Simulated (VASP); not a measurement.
# Si2Mo (I4/mmm) in VASP: further runs

Si2Mo is run at these levels: PBEsol; tasks: single point, relaxation of cell and atoms.

Program: VASP 6.6.1. These are calculated values, not measurements. Logs are shortened: lines on timing, memory, paths and dates and some standing lists are left out, and cuts for length are marked.

**1. The cell of the first run**

The structure is tetragonal, space group I4/mmm (No. 139). The conventional cell has a = 3.334 Å, b = 3.334 Å, c = 7.610 Å, α = 90.00°, β = 90.00°, γ = 90.00°. Si (site symmetry 4mm) has 9 Si at 2.50 to 3.33 Å and 5 Mo at 2.55 to 2.67 Å within 3.4 Å. Mo (site symmetry 4/mmm) has 10 Si at 2.55 to 2.67 Å and 4 Mo at 3.33 Å within 3.4 Å.

**2. Single point, PBEsol (biaxial strain in the a-b plane: +4.5 %)**

The input, INCAR:

```
PREC = Accurate ; ENCUT = 520
EDIFF = 1E-6 ; ISMEAR = 0
SIGMA = 0.1 ; LREAL = F
LASPH = T ; NELM = 80
ALGO = Normal ; ISIF = 2
LWAVE = F ; LCHARG = F
GGA = PS ; NBANDS = 31
```

The input, KPOINTS:

```
Automatic mesh
0
Gamma
  12 12 6
```

The input, POSCAR:

```
Si2Mo
1.0
    3.3336233273      0.0000000000      0.0000000000
    0.0000000000      3.3336233273      0.0000000000
    0.0000000000      0.0000000000      7.6102066355
Si Mo
4 2
Direct
    0.0000000000      0.0000000000      0.3354659603
    0.5000000000      0.5000000000      0.1645340397
    0.5000000000      0.5000000000      0.8354659603
    0.0000000000      0.0000000000      0.6645340397
    0.0000000000      0.0000000000      0.0000000000
    0.5000000000      0.5000000000      0.5000000000
```

Potentials or basis: VASP PAW PBE potentials, release 64 (Si, Mo_sv).

Command:

```sh
$ cat potpaw_PBE.64/Si/POTCAR potpaw_PBE.64/Mo_sv/POTCAR > POTCAR
$ mpirun -np 1 vasp_std > vasp.out
```

OUTCAR:

```text
PREC = Accurate
   ENCUT = 520
   EDIFF = 1E-6
   ISMEAR = 0
   LREAL = F
   LASPH = T
   NELM = 80
   ISIF = 2
   GGA = PS

 ion  position               nearest neighbor table
   1  0.000  0.000  0.335-   4 2.50   5 2.55   6 2.67   6 2.67   6 2.67   6 2.67   2 2.69   2 2.69
                             2 2.69   2 2.69
   2  0.500  0.500  0.165-   3 2.50   6 2.55   5 2.67   5 2.67   5 2.67   5 2.67   1 2.69   1 2.69
                             1 2.69   1 2.69
   3  0.500  0.500  0.835-   2 2.50   6 2.55   5 2.67   5 2.67   5 2.67   5 2.67   4 2.69   4 2.69
                             4 2.69   4 2.69
   4  0.000  0.000  0.665-   1 2.50   5 2.55   6 2.67   6 2.67   6 2.67   6 2.67   3 2.69   3 2.69
                             3 2.69   3 2.69
   5  0.000  0.000  0.000-   1 2.55   4 2.55   3 2.67   2 2.67   2 2.67   3 2.67   2 2.67   3 2.67
                             2 2.67   3 2.67
   6  0.500  0.500  0.500-   2 2.55   3 2.55   1 2.67   4 2.67   1 2.67   4 2.67   1 2.67   4 2.67
                             1 2.67   4 2.67

  LATTYP: Found a simple tetragonal cell.
 ALAT       =     3.3336233273
 C/A-ratio  =     2.2828633857

  Lattice vectors:

 A1 = (   3.3336233273,   0.0000000000,   0.0000000000)
 A2 = (   0.0000000000,   3.3336233273,   0.0000000000)
 A3 = (   0.0000000000,   0.0000000000,   7.6102066355)

Analysis of symmetry for initial positions (statically):
=====================================================================
 Subroutine PRICEL returns following result:

  LATTYP: Found a body centered tetragonal cell.
 ALAT       =     3.3336233273
 C/A-ratio  =     2.2828633857

  Lattice vectors:

 A1 = (   1.6668116637,  -1.6668116636,  -3.8051033177)
 A2 = (  -1.6668116637,   1.6668116636,  -3.8051033177)
 A3 = (   1.6668116637,   1.6668116637,   3.8051033177)

   2 primitive cells build up your supercell.

 Routine SETGRP: Setting up the symmetry group for a
 simple tetragonal supercell.

 Subroutine GETGRP returns: Found 16 space group operations
 (whereof 16 operations were pure point group operations)
 out of a pool of 16 trial point group operations.

The static configuration has the point symmetry D_4h.

Analysis of symmetry for dynamics (positions and initial velocities):
=====================================================================
 Subroutine PRICEL returns following result:

  LATTYP: Found a body centered tetragonal cell.
 ALAT       =     3.3336233273
 C/A-ratio  =     2.2828633857

  Lattice vectors:

 A1 = (   1.6668116637,  -1.6668116636,  -3.8051033177)
 A2 = (  -1.6668116637,   1.6668116636,  -3.8051033177)
 A3 = (   1.6668116637,   1.6668116637,   3.8051033177)

   2 primitive cells build up your supercell.

 Routine SETGRP: Setting up the symmetry group for a
 simple tetragonal supercell.

 Subroutine GETGRP returns: Found 16 space group operations
 (whereof 16 operations were pure point group operations)
 out of a pool of 16 trial point group operations.

The dynamic configuration has the point symmetry D_4h.

 Subroutine INISYM returns: Found 16 space group operations
 (whereof 16 operations are pure point group operations),
 and found     2 'primitive' translations

----------------------------------------------------------------------------------------

                                     Primitive cell

  volume of cell :      42.2863

  direct lattice vectors                    reciprocal lattice vectors
     1.666811664 -1.666811664 -3.805103318     0.299973903  0.000000000 -0.131402477
    -1.666811664  1.666811664 -3.805103318    -0.000000000  0.299973903 -0.131402477
     1.666811664  1.666811664  3.805103318     0.299973903  0.299973903  0.000000000

  length of vectors
     4.476084617  4.476084617  4.476084617     0.327491913  0.327491913  0.424227162

  position of ions in fractional coordinates (direct lattice)
     0.664534040  0.664534040  0.000000000
     0.335465960  0.335465960  0.000000000
     0.000000000  0.000000000  0.000000000

  ion indices of the primitive-cell ions
   primitive index   ion index
                 1           1
                 2           4
                 3           5

----------------------------------------------------------------------------------------

 KPOINTS: Automatic mesh

Automatic generation of k-mesh.
 Grid dimensions read from file:
 generate k-points for:   12   12    6

 Generating k-lattice:

  Cartesian coordinates                     Fractional coordinates (reciprocal lattice)
     0.024997825  0.000000000  0.000000000     0.083333333  0.000000000  0.000000000
     0.000000000  0.024997825  0.000000000     0.000000000  0.083333333  0.000000000
     0.000000000  0.000000000  0.021900413     0.000000000  0.000000000  0.166666667

  Length of vectors
     0.024997825  0.024997825  0.021900413

  Shift w.r.t. Gamma in fractional coordinates (k-lattice)
     0.000000000  0.000000000  0.000000000

 Subroutine IBZKPT returns following result:
[... 42 lines left out ...]
   POTIM  = 0.5000    time-step for ionic-motion
   TEBEG  =    0.0;   TEEND  =   0.0 temperature during run
   PSTRESS=    0.0 pullay stress
   NELECT =      44.0000    total number of electrons
   NUPDOWN=      -1.0000    fix difference up-down
   EMIN   =  10.00;   EMAX   =-10.00  energy-range for DOS
   EFERMI =   0.00;   METHOD = LEGACY
   ISMEAR =     0;   SIGMA  =   0.10  broadening in eV -4-tet -1-fermi 0-gaus
   EFERMI_NEDOS =   21; number of points for ismear=-14 and -15
   IALGO  =     38    algorithm
   IMIX   =      4    mixing-type and parameters
     AMIX     =   0.40;   BMIX     =  1.00
     AMIX_MAG =   1.60;   BMIX_MAG =  1.00
  volume/ion in A,a.u.               =      14.10        95.12
  Fermi-wavevector in a.u.,A,eV,Ry     =   1.316687  2.488178 23.587941  1.733665
  Thomas-Fermi vector in A             =   2.446781
   LORBIT       =      0    0 simple, 1 ext, 2 COOP (PROOUT), +10 PAW based schemes
   GGA     = PS    functional components
   LHFCALC =     F    Hartree Fock is set to
   AEXX    =    0.0000 exact exchange contribution
   IVDW    =     0    specifies the selected vdW correction
   LEPSILON=     F    determine dielectric tensor
   LRPA    =     F    only Hartree local field effects (RPA)
 non-spin polarized calculation
 Gauss-broadening in eV      SIGMA  =   0.10
  energy-cutoff  :      520.00
  volume of cell :       84.57
 maximum number of plane-waves:      2304
 NGX is ok and might be reduce to    28

 number of electron      44.0000002 magnetization

 Free energy of the ion-electron system (eV)
  ---------------------------------------------------
  ext. energy  EPLUGINS =         0.00000000
  ---------------------------------------------------
  free energy    TOTEN  =       -49.69263109 eV

  energy without entropy =      -49.69002329  energy(sigma->0) =      -49.69132719

 E-fermi :  11.2015     XC(G=0): -12.2661

 val. band max:       11.1854850203   @ k =   0.0833   0.0000   0.3333
 cond. band min:      11.2325001627   @ k =   0.1667   0.1667   0.0000
 fundamental gap:      0.0470151423
 Fermi energy:        11.2015423941

 k-point     1 :       0.0000    0.0000    0.0000
  band No.  band energies     occupation
      1     -49.2750      2.00000
      2     -49.2743      2.00000
      3     -23.4210      2.00000
      4     -23.4210      2.00000
      5     -23.4187      2.00000
      6     -23.4187      2.00000
[... 23 lines left out ...]
     30      16.2604      0.00000
     31      16.5459      0.00000

 k-point     2 :       0.0833    0.0000    0.0000
  band No.  band energies     occupation
      1     -49.2742      2.00000
      2     -49.2736      2.00000
      3     -23.4324      2.00000
      4     -23.4302      2.00000
      5     -23.4198      2.00000
      6     -23.4177      2.00000
[... 23 lines left out ...]
     30      16.4977      0.00000
     31      16.5016      0.00000

 k-point     3 :       0.1667    0.0000    0.0000
  band No.  band energies     occupation
      1     -49.2723      2.00000
      2     -49.2717      2.00000
      3     -23.4633      2.00000
      4     -23.4614      2.00000
      5     -23.4167      2.00000
      6     -23.4147      2.00000
[... 703 lines left out ...]
     30      15.3028      0.00000
     31      16.5098      0.00000

 k-point    24 :       0.4167    0.3333    0.0000
  band No.  band energies     occupation
      1     -49.2571      2.00000
      2     -49.2570      2.00000
      3     -23.5582      2.00000
      4     -23.5582      2.00000
      5     -23.5247      2.00000
      6     -23.5242      2.00000
[... 23 lines left out ...]
     30      15.7994      0.00000
     31      16.3803      0.00000

 [... further k-points ...]

------------------------ aborting loop because EDIFF is reached ----------------------------------------

  FORCE on cell =-STRESS in cart. coord.  units (eV):
  Direction    XX          YY          ZZ          XY          YZ          ZX
  --------------------------------------------------------------------------------------
  -------------------------------------------------------------------------------------
  Total       -9.2872287     -9.2872287      3.9391472      0.0000000      0.0000000     -0.0000000
  in kB     -175.9410658   -175.9410658     74.6248181      0.0000000      0.0000000     -0.0000000
  external PRESSURE =     -92.4191045 kB  Pullay stress =       0.0000000 kB

 VOLUME and BASIS-vectors are now :
 -----------------------------------------------------------------------------
  energy-cutoff  :      520.00
  volume of cell :       84.57
      direct lattice vectors                 reciprocal lattice vectors
     3.333623327  0.000000000  0.000000000     0.299973903  0.000000000  0.000000000
     0.000000000  3.333623327  0.000000000     0.000000000  0.299973903  0.000000000
     0.000000000  0.000000000  7.610206635     0.000000000  0.000000000  0.131402477

 POSITION                                       TOTAL-FORCE (eV/Angst)
 -----------------------------------------------------------------------------------
      0.00000      0.00000      2.55297        -0.000000     -0.000000     -0.016498
      1.66681      1.66681      1.25214        -0.000000      0.000000      0.016498
      1.66681      1.66681      6.35807         0.000000     -0.000000     -0.016498
      0.00000      0.00000      5.05724        -0.000000      0.000000      0.016498
      0.00000      0.00000      0.00000         0.000000      0.000000     -0.000000
      1.66681      1.66681      3.80510        -0.000000     -0.000000     -0.000000
 -----------------------------------------------------------------------------------
    total drift:                               -0.000000      0.000000      0.000000

  FREE ENERGIE OF THE ION-ELECTRON SYSTEM (eV)
  ---------------------------------------------------
  free  energy   TOTEN  =       -49.6926310919 eV

  energy  without entropy=      -49.6900232909  energy(sigma->0) =      -49.69132719
```

Wall time 2.8 min (1 thread of Intel Xeon Platinum 8488C (Sapphire Rapids), shared host); peak memory 0.36 GiB.

Results:

```
Free energy            : -49.6926 eV
Pressure               : -9.2 GPa
Largest force          : 0.016 eV/Å
Band gap on the k mesh : zero (bands 22 and 23 overlap by 0.62 eV)
```

Forces on the atoms (eV/Å):
```
Si   0.000  0.000 -0.016
Si   0.000  0.000  0.016
Si   0.000  0.000 -0.016
Si   0.000  0.000  0.016
Mo   0.000  0.000  0.000
Mo   0.000  0.000  0.000
```

Levels at points of the mesh, in eV from the Fermi level:
```tsv
k point	band 18	band 19	band 20	band 21	band 22	band 23	band 24	band 25	band 26	band 27
(0.00, 0.00, 0.00)	-2.01	-0.70	-0.70	-0.26	-0.26	0.24	0.42	2.78	3.07	3.07
(0.50, 0.00, 0.00)	-2.48	-1.38	-1.38	-0.68	-0.68	1.80	1.80	3.44	3.44	3.49
(0.50, 0.50, 0.00)	-4.13	-2.23	-2.23	-1.11	-1.11	2.03	2.03	2.67	2.67	3.89
(0.00, 0.00, 0.50)	-2.01	-1.36	-1.36	0.32	0.32	1.64	1.64	1.64	1.64	1.90
(0.50, 0.00, 0.50)	-2.55	-2.07	-2.07	-0.40	-0.40	2.00	2.00	2.88	2.88	4.16
(0.50, 0.50, 0.50)	-2.25	-1.62	-1.62	-1.62	-1.62	0.72	0.72	2.03	2.03	3.88
```

Caveat: the cell differs from its parent crystal (biaxial strain in the a-b plane: +4.5 %); the stress differs along the axes, from -18 to 7 GPa; the PAW data sets were made with another functional, which shifts forces and pressure a little.

**3. Single point, PBEsol (biaxial strain in the a-b plane: +4.5 %, then relaxed in part)**

The input, INCAR:

```
SYSTEM = Si2Mo
  PREC = Accurate
  ENCUT = 520
  EDIFF = 1E-7
  ISMEAR = 0
  SIGMA = 0.1
  LREAL = .False.
  LASPH = .True.
  NELM = 100
  ALGO = Normal
  ISIF = 2
  LWAVE = .False.
  LCHARG = .False.
  GGA = PS
  NBANDS = 31
```

The input, KPOINTS:

```
Automatic mesh
0
Gamma
  12 12 6
  0 0 0
```

The input, POSCAR:

```
Si2Mo
1.0
    3.3336233273      0.0000000000      0.0000000000
    0.0000000000      3.3336233273      0.0000000000
    0.0000000000      0.0000000000      7.7129603141
Si Mo
4 2
Direct
    0.0000000000      0.0000000000      0.3355844331
    0.5000000000      0.5000000000      0.1644155669
    0.5000000000      0.5000000000      0.8355844331
    0.0000000000      0.0000000000      0.6644155669
    0.0000000000      0.0000000000      0.0000000000
    0.5000000000      0.5000000000      0.5000000000
```

Potentials or basis: VASP PAW PBE potentials, release 64 (Si, Mo_sv).

Command:

```sh
$ cat potpaw_PBE.64/Si/POTCAR potpaw_PBE.64/Mo_sv/POTCAR > POTCAR
$ mpirun -np 1 vasp_std > vasp.out
```

Run time: 3.5 min. Hardware: 1 thread of Intel Xeon Platinum 8488C (Sapphire Rapids), shared host; peak memory 0.36 GiB.

The run converged. Its results:

```yaml
Free_energy: -49.7200 eV
Pressure: -12.1 GPa
Band_gap_on_the_k_mesh: zero (bands 22 and 23 overlap by 0.68 eV)
```

Stress tensor (GPa, compression positive):
```
-18.33   0.00   0.00
  0.00 -18.33   0.00
  0.00   0.00   0.32
```

Levels at points of the mesh, in eV from the Fermi level:
```
           k point  band 20  band 21  band 22  band 23  band 24  band 25
(0.00, 0.00, 0.00)    -0.65    -0.31    -0.31     0.25     0.41     2.71
(0.50, 0.00, 0.00)    -1.53    -0.64    -0.64     1.78     1.78     3.33
(0.50, 0.50, 0.00)    -2.31    -1.13    -1.13     2.00     2.00     2.60
(0.00, 0.00, 0.50)    -1.46     0.33     0.33     1.60     1.60     1.60
(0.50, 0.00, 0.50)    -2.10    -0.39    -0.39     1.97     1.97     2.89
(0.50, 0.50, 0.50)    -1.67    -1.67    -1.67     0.58     0.58     2.00
```

Caveat: the cell differs from its parent crystal (biaxial strain in the a-b plane: +4.5 %, then relaxed in part); the stress differs along the axes, from -18 to 0 GPa; the PAW data sets were made with another functional, which shifts forces and pressure a little.

**4. Relaxation of cell and atoms, PBEsol, target pressure 40 GPa, at which the enthalpy is minimised**

This run uses another cell than the first one: it holds 3 atoms, not 6.

The input, INCAR:

```
PREC     = Accurate       # precision mode
ENCUT    = 600            # plane-wave cutoff, eV
EDIFF    = 1E-6           # SCF threshold, eV
ISMEAR   = 0              # smearing method
SIGMA    = 0.1            # smearing width, eV
LREAL    = F              # projectors in reciprocal space
LASPH    = T              # aspherical terms in the spheres
NELM     = 100            # most SCF steps
ALGO     = Normal         # electronic algorithm
ISIF     = 3              # what is computed and relaxed
LWAVE    = F              # write WAVECAR
LCHARG   = F              # write CHGCAR
GGA      = PS             # functional
IBRION   = 2              # ionic algorithm
NSW      = 70             # ionic steps
EDIFFG   = -0.008         # ionic threshold
PSTRESS  = 400.0
```

The input, KPOINTS:

```
regular mesh
0
Gamma
  20 20 20
```

The input, POSCAR:

```
Si2Mo
1.0
   -1.5197033728      1.5197033728      3.7469501797
    1.5197033728     -1.5197033728      3.7469501797
    1.5197033728      1.5197033728     -3.7469501797
Si Mo
2 1
Direct
    0.3340404528      0.3340404528      0.0000000000
    0.6659595472      0.6659595472      0.0000000000
    0.0000000000      0.0000000000      0.0000000000
```

Command:

```sh
$ cat potpaw_PBE.64/Si/POTCAR potpaw_PBE.64/Mo_sv/POTCAR > POTCAR
$ mpirun -np 1 vasp_std > vasp.out
```

Wall time 19 min (1 thread of Intel Xeon Platinum 8488C (Sapphire Rapids), shared host); peak memory 0.54 GiB.

It converged, with:

| Property | Result |
| --- | --- |
| Free energy | -24.5159 eV |
| Relaxed volume | 11.60 Å³/atom |
| Relaxed cell | a = 4.334 Å, b = 4.334 Å, c = 4.334 Å, α = 138.94°, β = 138.94°, γ = 59.47° |
| Space group after relaxing (to 0.1 Å) | I4/mmm (No. 139) |
| Energy change on relaxing (the run minimises the enthalpy) | -15.2 meV/atom |
| Ionic steps | 6 |
| Pressure after relaxing | 40.0 GPa |
| Largest force after relaxing | 0.006 eV/Å |
| Band gap on the k mesh | zero (bands 11 and 12 overlap by 1.08 eV) |

Forces in eV/Å, atoms in the order of the input:
```
Si   0.000  0.000  0.006
Si   0.000  0.000 -0.006
Mo   0.000  0.000  0.000
```

Stress tensor (GPa, compression positive):
```
39.99  0.00  0.00
 0.00 39.99  0.00
 0.00  0.00 40.08
```

The path:
```tsv
step	energy change (eV)	largest force (eV/Å)	pressure (GPa)	volume (Å³)
1	0.0000	0.1617	42.15	34.61
2	-0.1835	0.0954	33.44	35.39
3	-0.0595	0.0798	39.50	34.84
4	-0.0378	0.0209	40.29	34.75
5	-0.0456	0.0143	40.01	34.79
6	-0.0456	0.0060	40.02	34.79
```

Final structure:
```
Si Mo
1.0
    -1.52010    1.52010    3.76352
     1.52010   -1.52010    3.76352
     1.52010    1.52010   -3.76352
Si Mo
2 1
Cartesian
  0.0000 0.0000 2.5087
  0.0000 0.0000 5.0184
  1.5201 1.5201 -3.7635
```

Levels at points of the mesh, in eV from the Fermi level:
```
           k point  band 8  band 9  band 10  band 11  band 12  band 13  band 14  band 15
(0.00, 0.00, 0.00)   -3.30   -3.02    -3.02     0.55     2.55     4.17     4.19     4.19
(0.50, 0.00, 0.00)   -4.85   -3.17    -2.91    -0.68     2.86     3.40     4.48     5.23
(0.50, 0.50, 0.00)   -5.14   -5.03    -3.74    -1.04     2.95     3.46     3.61     3.67
(0.50, 0.50, 0.50)   -2.73   -0.70    -0.70    -0.38    -0.38     0.73     5.16     5.98
```

Caveat: the cell is relaxed towards a set pressure, so the run minimises the enthalpy, not the energy; the PAW data sets were made with another functional, which shifts forces and pressure a little. Zero-point motion and thermal expansion aren't in these numbers.

**5. The runs side by side**

```csv
task,cell,k mesh,cutoff (eV),gap on the mesh (eV),pressure (GPa),largest force (eV/Å)
single point,"a = 3.334, b = 3.334, c = 7.610 Å, 6 atoms, atomic positions A",12 × 12 × 6,520,none,-9.2,0.02
single point,"a = 3.334, b = 3.334, c = 7.713 Å, 6 atoms, atomic positions B",12 × 12 × 6,520,none,-12.1,-
relaxation of cell and atoms,"relaxed to 40 GPa from a = 4.320 Å, angles 138.8, 138.8, 59.7°, 3 atoms, atomic positions C",20 × 20 × 20,600,none,40.0,0.01
```

Alike in all rows: level PBEsol; potentials or basis VASP PAW PBE potentials, release 64 (Si, Mo_sv); no spin polarisation; smearing gaussian 0.1 eV.

Caveats: the PAW data sets were made with another functional, which shifts forces and pressure a little; the stress differs along the axes, from -18 to 7 GPa (at least some runs); the stress differs along the axes, from -18 to 0 GPa (at least some runs); the cell is relaxed towards a set pressure, so the run minimises the enthalpy, not the energy (at least some runs).

Absolute energies hang on the potentials; compare differences alone.

The gap in the log of VASP goes by the Fermi energy; the results here count the filled bands.